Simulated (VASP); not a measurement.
# PtSe (F-43m) in VASP: further runs

The runs below take PtSe through single point, with r2SCAN, r2SCAN+U.

Everything below comes from runs of VASP 6.6.1. Logs are shortened: lines on timing, memory, paths and dates and some standing lists are left out, and cuts for length are marked.

**1. The cell of the first run**

It takes space group F-43m (No. 216, cubic). The conventional cell has a = 6.075 Å, b = 6.075 Å, c = 6.075 Å, α = 90.00°, β = 90.00°, γ = 90.00°. Pt (site symmetry -43m) has 4 Se at 2.63 Å within 3.5 Å. Se (site symmetry -43m) has 4 Pt at 2.63 Å within 3.5 Å.

**2. Single point, r2SCAN**

Input file POSCAR:

```
PtSe
1.0
    0.0000000000      3.0374472300      3.0374472300
    3.0374472300      0.0000000000      3.0374472300
    3.0374472300      3.0374472300      0.0000000000
Pt Se
1 1
Direct
    0.0000000000      0.0000000000      0.0000000000
    0.2500000000      0.2500000000      0.2500000000
```

Input file INCAR.step1:

```
SYSTEM = PtSe
  PREC = Accurate
  ENCUT = 520
  ISMEAR = -1
  SIGMA = 0.05
  LREAL = .FALSE.
  LASPH = .TRUE.
  NELM = 80
  NBANDS = 15
  GGA = PE
  ALGO = Normal
  EDIFF = 1E-4
  LWAVE = .TRUE.
  LCHARG = .FALSE.
```

Input file INCAR.step2:

```
SYSTEM = PtSe
  PREC = Accurate
  ENCUT = 520
  EDIFF = 1E-7
  ISMEAR = -1
  SIGMA = 0.05
  LREAL = .FALSE.
  LASPH = .TRUE.
  NELM = 80
  ALGO = Normal
  ISIF = 2
  LWAVE = .FALSE.
  LCHARG = .FALSE.
  METAGGA = R2SCAN
  LMIXTAU = .TRUE.
  NBANDS = 15
  ISTART = 1
```

Input file KPOINTS:

```
Automatic mesh
0
G
  8 8 8
  0 0 0
```

Potentials or basis: VASP PAW PBE potentials, release 64 (Pt, Se).

On the command line:

```
> cat potpaw_PBE.64/Pt/POTCAR potpaw_PBE.64/Se/POTCAR > POTCAR
> cp INCAR.step1 INCAR
> mpirun -np 1 vasp_std > vasp.out
> cp INCAR.step2 INCAR
> mpirun -np 1 vasp_std > vasp.out
```

OUTCAR:

```text
SYSTEM = PtSe
   PREC = Accurate
   ENCUT = 520
   EDIFF = 1E-7
   ISMEAR = -1
   LREAL = .FALSE.
   LASPH = .TRUE.
   NELM = 80
   ISIF = 2
   METAGGA = R2SCAN
   ISTART = 1

 ion  position               nearest neighbor table
   1  0.000  0.000  0.000-   2 2.63   2 2.63   2 2.63   2 2.63
   2  0.250  0.250  0.250-   1 2.63   1 2.63   1 2.63   1 2.63

  LATTYP: Found a face centered cubic cell.
 ALAT       =     6.0748944600

  Lattice vectors:

 A1 = (   0.0000000000,   3.0374472300,   3.0374472300)
 A2 = (   3.0374472300,   0.0000000000,   3.0374472300)
 A3 = (   3.0374472300,   3.0374472300,   0.0000000000)

Analysis of symmetry for initial positions (statically):
=====================================================================
 Subroutine PRICEL returns:
 Original cell was already a primitive cell.

 Routine SETGRP: Setting up the symmetry group for a
 face centered cubic supercell.

 Subroutine GETGRP returns: Found 24 space group operations
 (whereof 24 operations were pure point group operations)
 out of a pool of 48 trial point group operations.

The static configuration has the point symmetry T_d .

Analysis of symmetry for dynamics (positions and initial velocities):
=====================================================================
 Subroutine PRICEL returns:
 Original cell was already a primitive cell.

 Routine SETGRP: Setting up the symmetry group for a
 face centered cubic supercell.

 Subroutine GETGRP returns: Found 24 space group operations
 (whereof 24 operations were pure point group operations)
 out of a pool of 48 trial point group operations.

The dynamic configuration has the point symmetry T_d .

 Subroutine INISYM returns: Found 24 space group operations
 (whereof 24 operations are pure point group operations),
 and found     1 'primitive' translations

----------------------------------------------------------------------------------------

                                     Primitive cell

  volume of cell :      56.0475

  direct lattice vectors                    reciprocal lattice vectors
     0.000000000  3.037447230  3.037447230    -0.164611913  0.164611913  0.164611913
     3.037447230  0.000000000  3.037447230     0.164611913 -0.164611913  0.164611913
     3.037447230  3.037447230  0.000000000     0.164611913  0.164611913 -0.164611913

  length of vectors
[... 89 lines left out ...]
   ISYM   =      2    0-nonsym 1-usesym 2-fastsym
   POTIM  = 0.5000    time-step for ionic-motion
   TEBEG  =    0.0;   TEEND  =   0.0 temperature during run
   PSTRESS=    0.0 pullay stress
   NELECT =      16.0000    total number of electrons
   NUPDOWN=      -1.0000    fix difference up-down
   EMIN   =  10.00;   EMAX   =-10.00  energy-range for DOS
   EFERMI =   0.00;   METHOD = LEGACY
   ISMEAR =    -1;   SIGMA  =   0.05  broadening in eV -4-tet -1-fermi 0-gaus
   EFERMI_NEDOS =   21; number of points for ismear=-14 and -15
   IALGO  =     38    algorithm
   IMIX   =      4    mixing-type and parameters
     AMIX     =   0.40;   BMIX     =  1.00
     AMIX_MAG =   1.60;   BMIX_MAG =  1.00
  volume/ion in A,a.u.               =      28.02       189.11
  Fermi-wavevector in a.u.,A,eV,Ry     =   1.077944  2.037018 15.809462  1.161963
  Thomas-Fermi vector in A             =   2.213869
   LORBIT       =      0    0 simple, 1 ext, 2 COOP (PROOUT), +10 PAW based schemes
   METAGGA = R2SCAN    functional components
   LHFCALC =     F    Hartree Fock is set to
   AEXX    =    0.0000 exact exchange contribution
   IVDW    =     0    specifies the selected vdW correction
   LEPSILON=     F    determine dielectric tensor
   LRPA    =     F    only Hartree local field effects (RPA)
 non-spin polarized calculation
  energy-cutoff  :      520.00
  volume of cell :       56.05
 maximum number of plane-waves:      1540
   NGX = 15   NGY = 15   NGZ = 15

 number of electron      16.0000002 magnetization

 Free energy of the ion-electron system (eV)
  ---------------------------------------------------
  ext. energy  EPLUGINS =         0.00000000
  ---------------------------------------------------
  free energy    TOTEN  =       -65.19178721 eV

  energy without entropy =      -65.17020012  energy(sigma->0) =      -65.18099366

 E-fermi :   2.7689     XC(G=0):  -9.7338

 val. band max:        2.7634506364   @ k =  -0.2500   0.3750   0.1250
 cond. band min:       2.8931218837   @ k =  -0.3750   0.2500   0.1250
 fundamental gap:      0.1296712472
 Fermi energy:         2.7688740547

 k-point     1 :       0.0000    0.0000    0.0000
  band No.  band energies     occupation
      1     -11.4014      2.00000
      2      -1.7811      2.00000
      3      -1.7811      2.00000
      4      -1.7811      2.00000
      5       0.5309      2.00000
      6       0.5309      2.00000
      7       3.3780      0.00001
      8       4.5146      0.00000
      9       4.5146      0.00000
     10       4.5146      0.00000
     11       9.7266      0.00000
     12       9.7266      0.00000
     13       9.7266      0.00000
     14      13.1571      0.00000
[... 401 lines left out ...]
      2      -2.1388      2.00000
      3      -1.6453      2.00000
      4      -1.2888      2.00000
      5       0.4484      2.00000
      6       0.6266      2.00000
      7       1.0316      2.00000
      8       2.2250      1.99996
      9       2.8931      0.15384
     10       6.8945      0.00000
     11       9.4236      0.00000
     12      10.2879      0.00000
     13      11.8332      0.00000
     14      13.7195      0.00000
     15      15.2821      0.00000

 [... further k-points ...]

------------------------ aborting loop because EDIFF is reached ----------------------------------------

  FORCE on cell =-STRESS in cart. coord.  units (eV):
  Direction    XX          YY          ZZ          XY          YZ          ZX
  --------------------------------------------------------------------------------------
  -------------------------------------------------------------------------------------
  Total       -4.7238039     -4.7238039     -4.7238039     -0.0000000     -0.0000000      0.0000000
  in kB     -135.0349595   -135.0349595   -135.0349595     -0.0000000     -0.0000000      0.0000000
  external PRESSURE =    -135.0349595 kB  Pullay stress =       0.0000000 kB

 VOLUME and BASIS-vectors are now :
 -----------------------------------------------------------------------------
  energy-cutoff  :      520.00
  volume of cell :       56.05
      direct lattice vectors                 reciprocal lattice vectors
     0.000000000  3.037447230  3.037447230    -0.164611913  0.164611913  0.164611913
     3.037447230  0.000000000  3.037447230     0.164611913 -0.164611913  0.164611913
     3.037447230  3.037447230  0.000000000     0.164611913  0.164611913 -0.164611913

 POSITION                                       TOTAL-FORCE (eV/Angst)
 -----------------------------------------------------------------------------------
      0.00000      0.00000      0.00000         0.000000      0.000000      0.000000
      1.51872      1.51872      1.51872        -0.000000     -0.000000     -0.000000
 -----------------------------------------------------------------------------------
    total drift:                               -0.000000     -0.000000     -0.000000

  FREE ENERGIE OF THE ION-ELECTRON SYSTEM (eV)
  ---------------------------------------------------
  free  energy   TOTEN  =       -65.1917872108 eV

  energy  without entropy=      -65.1702001180  energy(sigma->0) =      -65.18099366
```

Run time: 52 s. Hardware: 1 thread of Intel Xeon 6975P-C (Granite Rapids), shared host; peak memory 0.19 GiB.

What came out:

* Free energy: -65.1918 eV
* Pressure: -13.5 GPa
* Band gap on the k mesh: zero (bands 8 and 9 overlap by 2.68 eV)

Caveat: the cell stands under tension; the PAW data sets were made with another functional, which shifts forces and pressure a little; spin-orbit coupling is left out, which moves the levels of the heavy elements.

**3. Single point, r2SCAN+U**

POSCAR is that of step 2.

Input file INCAR.step1:

```
ALGO = Normal
EDIFF = 1E-4
ENCUT = 520
GGA = PE
ISMEAR = -1
LASPH = T
LCHARG = F
LDAU = T
LDAUJ = 0 0
LDAUL = 2 -1
LDAUTYPE = 2
LDAUU = 1 0
LMAXMIX = 4
LREAL = F
LWAVE = T
NBANDS = 15
NELM = 150
PREC = Accurate
SIGMA = 0.05
```

Input file INCAR.step2:

```
ALGO = Normal
EDIFF = 1E-6
ENCUT = 520
ISIF = 2
ISMEAR = -1
ISTART = 1
LASPH = T
LCHARG = F
LDAU = T
LDAUJ = 0 0
LDAUL = 2 -1
LDAUPRINT = 1
LDAUTYPE = 2
LDAUU = 1 0
LMAXMIX = 4
LMIXTAU = T
LREAL = F
LWAVE = F
METAGGA = R2SCAN
NBANDS = 15
NELM = 150
PREC = Accurate
SIGMA = 0.05
```

Input file KPOINTS:

```
k-points
0
Gamma
  8 8 8
```

Potentials or basis: VASP PAW PBE potentials, release 64 (Pt, Se).

On the command line:

```
> cat potpaw_PBE.64/Pt/POTCAR potpaw_PBE.64/Se/POTCAR > POTCAR
> cp INCAR.step1 INCAR
> mpirun -np 1 vasp_std > vasp.out
> cp INCAR.step2 INCAR
> mpirun -np 1 vasp_std > vasp.out
```

Run time: 48 s. Hardware: 1 thread of Intel Xeon 6975P-C (Granite Rapids), shared host; peak memory 0.19 GiB.

Results (log left out):

* Free energy: -64.4465 eV
* Pressure: -13.7 GPa
* Band gap on the k mesh: zero (bands 8 and 9 overlap by 2.68 eV)

Levels at points of the mesh, in eV from the Fermi level:
```csv
k point,band 4,band 5,band 6,band 7,band 8,band 9,band 10,band 11,band 12,band 13
"(0.00, 0.00, 0.00)",-4.56,-2.37,-2.37,0.72,1.75,1.75,1.75,7.07,7.07,7.07
"(0.50, 0.00, 0.00)",-4.29,-2.24,-2.24,-1.96,0.54,0.54,2.81,7.92,7.93,7.93
"(0.50, 0.50, 0.00)",-3.72,-2.15,-2.10,-2.03,-0.93,-0.93,4.61,4.79,9.33,11.50
```

Eigenvalues of the final occupation matrices:
```
    site  spin  trace               eigenvalues
site 1 d     1   4.09  0.78 0.78 0.78 0.87 0.87
site 1 d     2   4.09  0.78 0.78 0.78 0.87 0.87
```

Caveat: the cell stands under tension; the PAW data sets were made with another functional, which shifts forces and pressure a little; spin-orbit coupling is left out, which moves the levels of the heavy elements; U without spin polarisation on a metal has little footing.

**4. Single point, r2SCAN+U**

POSCAR is that of step 3.

Input file INCAR.step1:

```
SYSTEM = PtSe
PREC = Accurate ; ENCUT = 520
ISMEAR = -1 ; SIGMA = 0.05
LREAL = .False. ; LASPH = .True.
NELM = 150 ; LMAXMIX = 4
LDAU = .True. ; LDAUTYPE = 2
LDAUL = 2 -1 ; LDAUU = 2 0
LDAUJ = 0 0 ; NBANDS = 15
GGA = PE ; ALGO = Normal
EDIFF = 1E-4 ; LWAVE = .True.
LCHARG = .False.
```

Input file INCAR.step2:

```
SYSTEM = PtSe
PREC = Accurate ; ENCUT = 520
EDIFF = 1E-7 ; ISMEAR = -1
SIGMA = 0.05 ; LREAL = .False.
LASPH = .True. ; NELM = 150
ALGO = Normal ; ISIF = 2
LWAVE = .False. ; LCHARG = .False.
LMAXMIX = 4 ; LDAU = .True.
LDAUTYPE = 2 ; LDAUL = 2 -1
LDAUU = 2 0 ; LDAUJ = 0 0
LDAUPRINT = 1 ; METAGGA = R2SCAN
LMIXTAU = .True. ; NBANDS = 15
ISTART = 1
```

Input file KPOINTS:

```
regular mesh
0
Gamma
  8 8 8
  0 0 0
```

On the command line:

```
> cat potpaw_PBE.64/Pt/POTCAR potpaw_PBE.64/Se/POTCAR > POTCAR
> cp INCAR.step1 INCAR
> mpirun -np 1 vasp_std > vasp.out
> cp INCAR.step2 INCAR
> mpirun -np 1 vasp_std > vasp.out
```

Run time: 48 s. Hardware: 1 thread of Intel Xeon 6975P-C (Granite Rapids), shared host; peak memory 0.19 GiB.

Results (log left out):

```
Free energy            : -63.7268 eV
Pressure               : -13.9 GPa
Band gap on the k mesh : zero (bands 8 and 9 overlap by 2.68 eV)
```

Levels at points of the mesh, in eV from the Fermi level:
| k point | band 6 | band 7 | band 8 | band 9 | band 10 | band 11 |
| --- | --- | --- | --- | --- | --- | --- |
| (0.00, 0.00, 0.00) | -2.52 | 0.83 | 1.75 | 1.75 | 1.75 | 7.18 |
| (0.50, 0.00, 0.00) | -2.37 | -2.01 | 0.55 | 0.55 | 2.91 | 7.99 |
| (0.50, 0.50, 0.00) | -2.19 | -2.10 | -0.93 | -0.93 | 4.68 | 4.85 |

Eigenvalues of the final occupation matrices:
| site | spin | trace | eigenvalues |
| --- | --- | --- | --- |
| site 1 d | 1 | 4.13 | 0.79 0.79 0.79 0.88 0.88 |
| site 1 d | 2 | 4.13 | 0.79 0.79 0.79 0.88 0.88 |

Caveat: the cell stands under tension; the PAW data sets were made with another functional, which shifts forces and pressure a little; spin-orbit coupling is left out, which moves the levels of the heavy elements; U without spin polarisation on a metal has little footing.

**5. Overview**

| level | U | gap on the mesh (eV) | pressure (GPa) |
| --- | --- | --- | --- |
| r2SCAN | - | none | -13.5 |
| r2SCAN+U | Pt d U = 1.0 eV | none | -13.7 |
| r2SCAN+U | Pt d U = 2.0 eV | none | -13.9 |

Alike in all rows: task single point; potentials or basis VASP PAW PBE potentials, release 64 (Pt, Se); no spin polarisation; cell as given; k mesh 8 × 8 × 8; cutoff (eV) 520; smearing fermi-dirac 0.05 eV.

The pressure there spans -13.9 GPa (r2SCAN+U) to -13.5 GPa (r2SCAN); a positive pressure means that this level wants a larger cell, a negative one a smaller.

Caveats: the cell stands under tension; the PAW data sets were made with another functional, which shifts forces and pressure a little; spin-orbit coupling is left out, which moves the levels of the heavy elements; U without spin polarisation on a metal has little footing (at least some runs).

Absolute energies hang on the potentials; compare differences alone.
